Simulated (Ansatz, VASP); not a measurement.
# Two plane-wave programs on HfC4

```
Hf C
1.0
     4.32310    0.00012   -0.00116
    -2.16145    3.74410    0.00020
    -0.00281   -0.00107   10.21881
Hf C
3 12
Direct
  0.99997 0.99992 0.00008
  0.33343 0.66688 0.39674
  0.66653 0.33316 0.60324
  0.66628 0.66692 0.80142
  0.00069 0.66690 0.80125
  0.00069 0.33351 0.80137
  0.33286 0.33349 0.80136
  0.33288 0.99911 0.80132
  0.66628 0.99911 0.80129
  0.66713 0.66650 0.19866
  0.99933 0.66650 0.19869
  0.33375 0.33311 0.19873
  0.99932 0.33309 0.19856
  0.33374 0.00091 0.19859
  0.66713 0.00090 0.19871
```

Change from the starting cell: cell x1, atoms moved at random (sigma 0.1 Å) and cell strained at random (1.5 %), then relaxed without symmetry.

Alike in both runs: functional PBE; k mesh 6 × 6 × 2; occupations gaussian, width 0.2 eV; no spin polarisation.

Ansatz relaxed the structure, and its values are those at the end. VASP's run is a single point on that final structure, the one shown.

```csv
,VASP,Ansatz
version,VASP 6.6.1,Ansatz 0.2.0
potentials or method,"VASP PAW PBE potentials, release 64 (Hf_pv, C), cutoff 520 eV","scalar-relativistic, plane waves, PAW"
valence electrons in the cell,78,126
```

```csv
,VASP,Ansatz,Ansatz less VASP
gap on the k mesh at the Fermi level (eV),none,none,-
pressure (GPa),-0.3,0.0,+0.28
rms of the force components (eV/Å),0.029,0.005,-0.0235
```

A gap of «none» marks a metal or a gap that the smearing closes. VASP's potentials hold 78 valence electrons a cell and Ansatz's 126, so a difference there can come from the potentials and not from the codes.

Spin-orbit coupling is off throughout.
